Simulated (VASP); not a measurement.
# Al9H: single point with PBE

The system is Al9H, a slab with vacuum.

```xyz
20
Lattice="5.7071 0.0000 0.0000 -1.4268 9.7015 0.0000 0.0000 0.0000 22.7904" Properties=species:S:1:pos:R:3 pbc="T T T"
Al    1.4268    0.6295    4.0000
Al    4.2803    0.6295    4.0000
Al    1.4268    3.3172    4.9957
Al    4.2803    3.3172    4.9957
Al    0.0000    5.7950    5.1949
Al    2.8535    5.7950    5.1949
Al    1.4268    8.2728    5.3940
Al    4.2803    8.2728    5.3940
Al    0.0003    1.2390    6.4001
Al    2.8538    1.2390    6.4001
Al   -0.0072    3.9216    7.5233
Al    2.8463    3.9216    7.5233
Al    1.4238    6.3997    7.6799
Al    4.2774    6.3997    7.6799
Al   -0.0083    8.8388    7.8610
Al    2.8452    8.8388    7.8610
Al    1.4319    1.7599    8.7904
Al    4.2854    1.7599    8.7904
H     2.9401    3.5353   10.2004
H     2.7682    4.7038   10.2004
```

```json
{"Program": "VASP 6.6.1", "Task": "single point", "Functional": "PBE", "Potentials or basis": "VASP PAW PBE potentials, release 64 (Al, H)", "Cutoff": "520 eV", "k mesh": "5 × 3 × 1", "Occupations": "gaussian, width 0.1 eV", "Spin": "no spin polarisation", "Dipole correction": "yes", "Further INCAR settings": "LREAL = Auto; ALGO = Normal; EDIFF = 1e-07; NBANDS = 44"}
```

```yaml
Largest_force: 3.606 eV/Å
Band_gap_on_the_k_mesh: zero (bands 28 and 29 overlap by 0.72 eV)
```

Forces on the atoms (eV/Å):
```
Al  -0.047  0.125  0.022
Al   0.039  0.156  0.013
Al   0.027  0.036  0.054
Al  -0.016  0.028  0.026
Al   0.002 -0.112  0.043
Al  -0.008 -0.116  0.031
Al  -0.010 -0.078 -0.126
Al   0.010 -0.070 -0.116
Al  -0.003  0.007 -0.015
Al  -0.006  0.050  0.004
Al   0.019 -0.021  0.002
Al  -0.006  0.008 -0.006
Al   0.006 -0.070  0.022
Al  -0.015 -0.060 -0.002
Al   0.003  0.025 -0.006
Al  -0.003  0.041  0.011
Al   0.016  0.006  0.005
Al  -0.023  0.021  0.033
H   -0.542  3.565 -0.031
H    0.557 -3.541  0.035
```

Levels at points of the mesh, in eV from the Fermi level:
```tsv
k point	band 25	band 26	band 27	band 28	band 29	band 30	band 31	band 32
(0.00, 0.00, 0.00)	-1.10	-1.07	-0.94	-0.61	-0.58	-0.28	0.10	0.95
```

Wall time 37 min on 1 thread of Intel Xeon 8259CL, with other jobs on the host, peak memory 1.2 GiB.
